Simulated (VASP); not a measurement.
# Mn3Sn (P6_3/mmc) in VASP: single point with PBE

Aim: the single point of Mn3Sn with PBE.

Program: VASP 6.6.1. These are calculated values, not measurements. Logs are shortened: lines on timing, memory, paths and dates and some standing lists are left out, and cuts for length are marked.

## Step 1: The cell of the first run

Symmetry: P6_3/mmc, No. 194, hexagonal system. Conventional cell: a = 5.467 Å, b = 5.467 Å, c = 4.152 Å, α = 90.00°, β = 90.00°, γ = 120.00°. Mn (site symmetry mm2) has 8 Mn at 2.40 to 3.07 Å and 4 Sn at 2.73 to 2.74 Å within 3.2 Å. Within 3.6 Å of Sn (site symmetry -6m2) lie 12 Mn at 2.73 to 2.74 Å.

## Step 2: Single point, PBE

File INCAR:

```
PREC     = Accurate       # precision mode
ENCUT    = 500            # plane-wave cutoff, eV
EDIFF    = 1E-6           # SCF threshold, eV
ISMEAR   = 0              # smearing method
SIGMA    = 0.05           # smearing width, eV
LREAL    = False          # projectors in reciprocal space
LASPH    = True           # aspherical terms in the spheres
NELM     = 120            # most SCF steps
ALGO     = Normal         # electronic algorithm
ISIF     = 2              # what is computed and relaxed
LWAVE    = False          # write WAVECAR
LCHARG   = False          # write CHGCAR
GGA      = PE             # functional
NBANDS   = 63             # bands
GGA_COMPAT= False
```

File KPOINTS:

```
Automatic mesh
0
Gamma
  8 8 8
```

File POSCAR:

```
Mn3Sn
1.0
    5.4667691250      0.0000000000      0.0000000000
   -2.7333845625      4.7343609389      0.0000000000
    0.0000000000      0.0000000000      4.1522621966
Mn Sn
6 2
Direct
    0.8536650868      0.7073301736      0.2500000000
    0.1463349132      0.8536650868      0.7500000000
    0.2926698264      0.1463349132      0.2500000000
    0.1463349132      0.2926698264      0.7500000000
    0.8536650868      0.1463349132      0.2500000000
    0.7073301736      0.8536650868      0.7500000000
    0.3333333333      0.6666666667      0.2500000000
    0.6666666667      0.3333333333      0.7500000000
```

Potentials or basis: VASP PAW PBE potentials, release 64 (Mn_pv, Sn_d).

Command:

```sh
cat potpaw_PBE.64/Mn_pv/POTCAR potpaw_PBE.64/Sn_d/POTCAR > POTCAR
mpirun -np 1 vasp_std > vasp.out
```

OUTCAR:

```text
PREC = Accurate
   ENCUT = 500
   EDIFF = 1E-6
   ISMEAR = 0
   LREAL = False
   LASPH = True
   NELM = 120
   ISIF = 2
   GGA = PE

 ion  position               nearest neighbor table
   1  0.854  0.707  0.250-   3 2.40   5 2.40   2 2.50   6 2.50   2 2.50   6 2.50   8 2.73   8 2.73
                             7 2.74   7 2.74   5 3.07   3 3.07
   2  0.146  0.854  0.750-   6 2.40   4 2.40   1 2.50   1 2.50   3 2.50   3 2.50   7 2.73   7 2.73
                             8 2.74   8 2.74   6 3.07   4 3.07
   3  0.293  0.146  0.250-   5 2.40   1 2.40   4 2.50   4 2.50   2 2.50   2 2.50   8 2.73   8 2.73
                             7 2.74   7 2.74   5 3.07   1 3.07
   4  0.146  0.293  0.750-   2 2.40   6 2.40   5 2.50   3 2.50   3 2.50   5 2.50   7 2.73   7 2.73
                             8 2.74   8 2.74   2 3.07   6 3.07
   5  0.854  0.146  0.250-   3 2.40   1 2.40   4 2.50   4 2.50   6 2.50   6 2.50   8 2.73   8 2.73
                             7 2.74   7 2.74   3 3.07   1 3.07
   6  0.707  0.854  0.750-   2 2.40   4 2.40   1 2.50   1 2.50   5 2.50   5 2.50   7 2.73   7 2.73
                             8 2.74   8 2.74   2 3.07   4 3.07
   7  0.333  0.667  0.250-   2 2.73   2 2.73   6 2.73   6 2.73   4 2.73   4 2.73   1 2.74   3 2.74
                             5 2.74   5 2.74   1 2.74   3 2.74
   8  0.667  0.333  0.750-   5 2.73   5 2.73   3 2.73   3 2.73   1 2.73   1 2.73   4 2.74   6 2.74
                             2 2.74   2 2.74   4 2.74   6 2.74

  LATTYP: Found a hexagonal cell.
 ALAT       =     5.4667691250
 C/A-ratio  =     0.7595459222

  Lattice vectors:

 A1 = (   5.4667691250,   0.0000000000,   0.0000000000)
 A2 = (  -2.7333845625,   4.7343609389,   0.0000000000)
 A3 = (   0.0000000000,   0.0000000000,   4.1522621966)

Analysis of symmetry for initial positions (statically):
=====================================================================
 Subroutine PRICEL returns:
 Original cell was already a primitive cell.

 Routine SETGRP: Setting up the symmetry group for a
 hexagonal supercell.

 Subroutine GETGRP returns: Found 24 space group operations
 (whereof 12 operations were pure point group operations)
 out of a pool of 24 trial point group operations.

The static configuration has the point symmetry D_3d.
 The point group associated with its full space group is D_6h.

Analysis of symmetry for dynamics (positions and initial velocities):
=====================================================================
 Subroutine PRICEL returns:
 Original cell was already a primitive cell.

 Routine SETGRP: Setting up the symmetry group for a
 hexagonal supercell.

 Subroutine GETGRP returns: Found 24 space group operations
 (whereof 12 operations were pure point group operations)
 out of a pool of 24 trial point group operations.

The dynamic configuration has the point symmetry D_3d.
 The point group associated with its full space group is D_6h.

 Subroutine INISYM returns: Found 24 space group operations
 (whereof 12 operations are pure point group operations),
 and found     1 'primitive' translations

----------------------------------------------------------------------------------------

                                     Primitive cell

  volume of cell :     107.4674

  direct lattice vectors                    reciprocal lattice vectors
     5.466769125  0.000000000  0.000000000     0.182923401  0.105610875  0.000000000
    -2.733384562  4.734360939  0.000000000     0.000000000  0.211221749  0.000000000
     0.000000000  0.000000000  4.152262197     0.000000000  0.000000000  0.240832576

  length of vectors
     5.466769125  5.466769125  4.152262197     0.211221749  0.211221749  0.240832576

  position of ions in fractional coordinates (direct lattice)
     0.853665087  0.707330174  0.250000000
     0.146334913  0.853665087  0.750000000
     0.292669826  0.146334913  0.250000000
     0.146334913  0.292669826  0.750000000
     0.853665087  0.146334913  0.250000000
     0.707330174  0.853665087  0.750000000
     0.333333333  0.666666667  0.250000000
     0.666666667  0.333333333  0.750000000

  ion indices of the primitive-cell ions
   primitive index   ion index
                 1           1
                 2           2
                 3           3
                 4           4
                 5           5
                 6           6
                 7           7
                 8           8

----------------------------------------------------------------------------------------

 KPOINTS: Automatic mesh

Automatic generation of k-mesh.
 Grid dimensions read from file:
 generate k-points for:    8    8    8

 Generating k-lattice:

  Cartesian coordinates                     Fractional coordinates (reciprocal lattice)
     0.022865425  0.013201359  0.000000000     0.125000000  0.000000000  0.000000000
     0.000000000  0.026402719  0.000000000     0.000000000  0.125000000  0.000000000
     0.000000000  0.000000000  0.030104072     0.000000000  0.000000000  0.125000000

  Length of vectors
     0.026402719  0.026402719  0.030104072

  Shift w.r.t. Gamma in fractional coordinates (k-lattice)
     0.000000000  0.000000000  0.000000000

 Subroutine IBZKPT returns following result:
 ===========================================

 Found     50 irreducible k-points:

 Following reciprocal coordinates:
            Coordinates               Weight
  0.000000  0.000000  0.000000      1.000000
  0.125000 -0.000000  0.000000      6.000000
  0.250000 -0.000000  0.000000      6.000000
  0.375000 -0.000000  0.000000      6.000000
  0.500000 -0.000000  0.000000      3.000000
  0.125000  0.125000  0.000000      6.000000
[... 16 lines left out ...]
  0.250000 -0.000000  0.250000     12.000000
  0.375000 -0.000000  0.250000     12.000000
 [... further k-points ...]
   k-points           NKPTS =     50   k-points in BZ     NKDIM =     50   number of bands    NBANDS=     63
   number of dos      NEDOS =    301   number of ions     NIONS =      8
   total plane-waves  NPLWV =  48000
   dimension x,y,z NGX =    40 NGY =   40 NGZ =   30
   dimension x,y,z NGXF=    80 NGYF=   80 NGZF=   60
   ions per type =               6   2
   NGX,Y,Z   is equivalent  to a cutoff of  12.16, 12.16, 12.01 a.u.
   NGXF,Y,Z  is equivalent  to a cutoff of  24.33, 24.33, 24.02 a.u.
 SYSTEM =  unknown system
   PREC   = accura    normal or accurate (medium, high low for compatibility)
   ISTART =      0    job   : 0-new  1-cont  2-samecut
   ICHARG =      2    charge: 1-file 2-atom 10-const
   ISPIN  =      1    spin polarized calculation?
   LNONCOLLINEAR =      F non collinear calculations
   LSORBIT =      F    spin-orbit coupling
   LASPH  =      T    aspherical Exc in radial PAW
   ENCUT  =  500.0 eV  36.75 Ry    6.06 a.u.   9.97  9.97  7.57*2*pi/ulx,y,z
   NELM   =    120;   NELMIN=  2; NELMDL= -5     # of ELM steps
   EDIFF  = 0.1E-05   stopping-criterion for ELM
   LREAL  =      F    real-space projection
   EDIFFG = 0.1E-04   stopping-criterion for IOM
   NSW    =      0    number of steps for IOM
   IBRION =     -1    ionic relax: 0-MD 1-quasi-New 2-CG
   NFREE  =      0    steps in history (QN), initial steepest desc. (CG)
   ISIF   =      2    stress and relaxation
   ISYM   =      2    0-nonsym 1-usesym 2-fastsym
   POTIM  = 0.5000    time-step for ionic-motion
   TEBEG  =    0.0;   TEEND  =   0.0 temperature during run
   PSTRESS=    0.0 pullay stress
   NELECT =     106.0000    total number of electrons
   NUPDOWN=      -1.0000    fix difference up-down
   EMIN   =  10.00;   EMAX   =-10.00  energy-range for DOS
   EFERMI =   0.00;   METHOD = LEGACY
   ISMEAR =     0;   SIGMA  =   0.05  broadening in eV -4-tet -1-fermi 0-gaus
   EFERMI_NEDOS =   21; number of points for ismear=-14 and -15
   IALGO  =     38    algorithm
   IMIX   =      4    mixing-type and parameters
     AMIX     =   0.40;   BMIX     =  1.00
     AMIX_MAG =   1.60;   BMIX_MAG =  1.00
  volume/ion in A,a.u.               =      13.43        90.65
  Fermi-wavevector in a.u.,A,eV,Ry     =   1.629613  3.079522 36.132158  2.655639
  Thomas-Fermi vector in A             =   2.722050
   LORBIT       =      0    0 simple, 1 ext, 2 COOP (PROOUT), +10 PAW based schemes
   GGA     = PE    functional components
   LHFCALC =     F    Hartree Fock is set to
   AEXX    =    0.0000 exact exchange contribution
   IVDW    =     0    specifies the selected vdW correction
   LEPSILON=     F    determine dielectric tensor
   LRPA    =     F    only Hartree local field effects (RPA)
 non-spin polarized calculation
 Gauss-broadening in eV      SIGMA  =   0.05
  energy-cutoff  :      500.00
  volume of cell :      107.47
 maximum number of plane-waves:      2750
 NGX is ok and might be reduce to    40
   NGX = 19   NGY = 19   NGZ = 15

 number of electron     105.9999863 magnetization

 Free energy of the ion-electron system (eV)
  ---------------------------------------------------
  ext. energy  EPLUGINS =         0.00000000
  ---------------------------------------------------
  free energy    TOTEN  =       -58.93143438 eV

  energy without entropy =      -58.90491506  energy(sigma->0) =      -58.91817472

 E-fermi :  10.9087     XC(G=0): -13.0409

 val. band max:       10.9072386037   @ k =   0.3750  -0.0000   0.1250
 cond. band min:      10.9093338880   @ k =   0.3750   0.1250   0.3750
 fundamental gap:      0.0020952843
 Fermi energy:        10.9087210127

 k-point     1 :       0.0000    0.0000    0.0000
  band No.  band energies     occupation
      1     -37.4355      2.00000
      2     -37.3868      2.00000
      3     -37.3252      2.00000
      4     -37.2241      2.00000
      5     -37.2241      2.00000
      6     -37.2125      2.00000
[... 55 lines left out ...]
     62      12.4163      0.00000
     63      12.5680      0.00000

 k-point     2 :       0.1250   -0.0000    0.0000
  band No.  band energies     occupation
      1     -37.4324      2.00000
      2     -37.3864      2.00000
      3     -37.3222      2.00000
      4     -37.2237      2.00000
      5     -37.2219      2.00000
      6     -37.2130      2.00000
[... 1507 lines left out ...]
     62      12.1088      0.00000
     63      12.4883      0.00000

 [... further k-points ...]

------------------------ aborting loop because EDIFF is reached ----------------------------------------

  FORCE on cell =-STRESS in cart. coord.  units (eV):
  Direction    XX          YY          ZZ          XY          YZ          ZX
  --------------------------------------------------------------------------------------
  -------------------------------------------------------------------------------------
  Total       -0.0262165     -0.0262165     -0.0176149      0.0000000      0.0000000      0.0000000
  in kB       -0.3908486     -0.3908486     -0.2626116      0.0000000      0.0000000      0.0000000
  external PRESSURE =      -0.3481030 kB  Pullay stress =       0.0000000 kB

 VOLUME and BASIS-vectors are now :
 -----------------------------------------------------------------------------
  energy-cutoff  :      500.00
  volume of cell :      107.47
      direct lattice vectors                 reciprocal lattice vectors
     5.466769125  0.000000000  0.000000000     0.182923401  0.105610875  0.000000000
    -2.733384562  4.734360939  0.000000000     0.000000000  0.211221749  0.000000000
     0.000000000  0.000000000  4.152262197     0.000000000  0.000000000  0.240832576

 POSITION                                       TOTAL-FORCE (eV/Angst)
 -----------------------------------------------------------------------------------
      2.73338      3.34876      1.03807        -0.000000     -0.004043      0.000000
     -1.53342      4.04156      3.11420         0.003501     -0.002021     -0.000000
      1.19997      0.69280      1.03807         0.003501      0.002021      0.000000
      0.00000      1.38560      3.11420        -0.000000      0.004043     -0.000000
      4.26680      0.69280      1.03807        -0.003501      0.002021      0.000000
      1.53342      4.04156      3.11420        -0.003501     -0.002021      0.000000
     -0.00000      3.15624      1.03807        -0.000000      0.000000     -0.000000
      2.73338      1.57812      3.11420         0.000000     -0.000000      0.000000
 -----------------------------------------------------------------------------------
    total drift:                               -0.000000      0.000000      0.000000

  FREE ENERGIE OF THE ION-ELECTRON SYSTEM (eV)
  ---------------------------------------------------
  free  energy   TOTEN  =       -58.9314343843 eV

  energy  without entropy=      -58.9049150643  energy(sigma->0) =      -58.91817472
```

Run time: 4.6 min. Hardware: 1 thread of Oxide Virtual Turin-like, shared host; peak memory 0.33 GiB.

What came out:

```
Free energy            : -58.9314 eV
Pressure               : 0.0 GPa
Largest force          : 0.004 eV/Å
Band gap on the k mesh : zero (bands 53 and 54 overlap by 0.35 eV)
```

Forces in eV/Å, atoms in the order of the input:
```
Mn   0.000 -0.004  0.000
Mn   0.004 -0.002  0.000
Mn   0.004  0.002  0.000
Mn   0.000  0.004  0.000
Mn  -0.004  0.002  0.000
Mn  -0.004 -0.002  0.000
Sn   0.000  0.000  0.000
Sn   0.000  0.000  0.000
```

Caveat: spin-orbit coupling is left out, which moves the levels of the heavy elements; the run has no spin polarisation, though such a crystal can be magnetic.
